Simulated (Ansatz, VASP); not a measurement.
Two plane-wave programs on Cs2AuNCl6

File INCAR:

```
SYSTEM = Cs2AuNCl6
PREC = Accurate
ENCUT = 520
EDIFF = 1E-6
ISMEAR = -1
SIGMA = 0.0961
LREAL = .FALSE.
LASPH = .TRUE.
NELM = 100
ALGO = Normal
ISIF = 2
LWAVE = .FALSE.
LCHARG = .FALSE.
GGA = PE
NBANDS = 49
```

KPOINTS

```
Automatic mesh
0
G
  6 6 6
  0 0 0
```

POSCAR

```
Cs2AuNCl6
1.0
    0.0000000000      7.3350390000      0.0000000000
    7.3350390000      0.0000000000      0.0000000000
    3.6675200000      3.6675200000     -5.3660670000
Au N Cl Cs
1 1 6 2
Direct
    0.0000000000      0.0000000000      0.0000000000
    0.5000000000      0.5000000000      0.0000000000
    0.2880000000      0.2880000000      0.4240000000
    0.7120000000      0.7120000000      0.5760000000
    0.2180000000      0.2180000000      0.0000000000
    0.2180000000      0.7820000000      0.0000000000
    0.7820000000      0.7820000000      0.0000000000
    0.7820000000      0.2180000000      0.0000000000
    0.7500000000      0.2500000000      0.5000000000
    0.2500000000      0.7500000000      0.5000000000
```

Input for Ansatz:

```yaml
crystal:
  lattice:
    - [0.0, 7.335039, 0.0]
    - [7.335039, 0.0, 0.0]
    - [3.66752, 3.66752, -5.366067]
  atoms:
    - { symbol: Au, position: [0.0, 0.0, 0.0] }
    - { symbol: "N", position: [0.5, 0.5, 0.0] }
    - { symbol: Cl, position: [0.288, 0.288, 0.424] }
    - { symbol: Cl, position: [0.712, 0.712, 0.576] }
    - { symbol: Cs, position: [0.75, 0.25, 0.5] }
    - { symbol: Cs, position: [0.25, 0.75, 0.5] }
    - { symbol: Cl, position: [0.218, 0.218, 0.0] }
    - { symbol: Cl, position: [0.218, 0.782, 0.0] }
    - { symbol: Cl, position: [0.782, 0.782, 0.0] }
    - { symbol: Cl, position: [0.782, 0.218, 0.0] }
  symmetry: { tolerance: 0.0003 }
kpoints:
  mp_grid: { grid: [6, 6, 6], shift: [0, 0, 0] }
  band_path:
    path:
      - [0.0, 0.0, 0.0]
      - [0.5, 0.5, 0.5]
      - [0.5, 0.5, 0.25]
      - [0.0, 0.5, 0.0]
      - [0.0, 0.0, 0.0]
      - [0.0, 0.0, -0.5]
      - [0.0, 0.26643773, -0.36678113]
      - [0.0, 0.73356227, 0.36678113]
      - [0.0, 0.0, 0.0]
      - [0.5, 0.5, 0.5]
      - [0.26643773, 0.73356227, 0.5]
    npoints: 6
magnetization:
  spin_polarized: false
scf:
  occupations: { method: fermi_dirac, width: 0.0961 }
  lower_state_search: "off"
  max_iter: 200
hamiltonian:
  pseudopotentials: { kind: paw }
  xc: pbe
basis:
  ecutwfc: 420
  fft_grid_basis: typed
output:
  forces: true
  stress: true
  eigenvalues: true
  bader: true
  populations: true
  elf: true
  write_potential: true
  volumetric_format: npy
  dos:
    e_range: [-12, 8]
    de: 0.05
    projected: { site_lists: { Au: [Au], Cl: [Cl], Cs: [Cs], "N": ["N"] } }
checkpoint:
  read: saved_state
```

Alike in both runs: task single point; functional PBE; k mesh 6 × 6 × 6; occupations fermi-dirac, width 0.0961 eV; no spin polarisation.

```csv
,VASP,Ansatz
version,VASP 6.6.1,Ansatz 0.2.0
potentials or method,"VASP PAW PBE potentials, release 64 (Au, N, Cl, Cs_sv), cutoff 520 eV",PAW plane waves
valence electrons in the cell,76,84
```

|  | VASP | Ansatz | Ansatz less VASP |
| --- | --- | --- | --- |
| pressure (GPa) | 1.5 | 1.6 | +0.13 |
| rms of the force components (eV/Å) | 0.548 | 0.561 | +0.0133 |

VASP's potentials hold 76 valence electrons a cell and Ansatz's 84, so a difference there can come from the potentials and not from the codes.

Neither program's run includes spin-orbit coupling.
